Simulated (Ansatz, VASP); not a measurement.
## Ta in VASP and in Ansatz

```
CELL_PARAMETERS angstrom
-1.66072 1.66072 1.66072
1.66072 -1.66072 1.66072
1.66072 1.66072 -1.66072
ATOMIC_POSITIONS crystal
Ta 0.00000 0.00000 0.00000
```

Alike in both runs: task single point; functional PBE; k mesh 13 × 13 × 13; occupations fermi-dirac, width 0.3 eV; no spin polarisation.

```csv
,VASP,Ansatz
version,VASP 6.6.1,Ansatz 0.2.0
potentials or method,"VASP PAW PBE potentials, release 64 (Ta_pv), cutoff 520 eV","plane waves (420 eV) with PAW, scalar-relativistic"
valence electrons in the cell,11,13
```

|  | VASP | Ansatz | Ansatz less VASP |
| --- | --- | --- | --- |
| pressure (GPa) | 1.3 | 1.2 | -0.10 |

VASP's potentials hold 11 valence electrons a cell and Ansatz's 13, so a difference there can come from the potentials and not from the codes.

Neither program's run includes spin-orbit coupling.
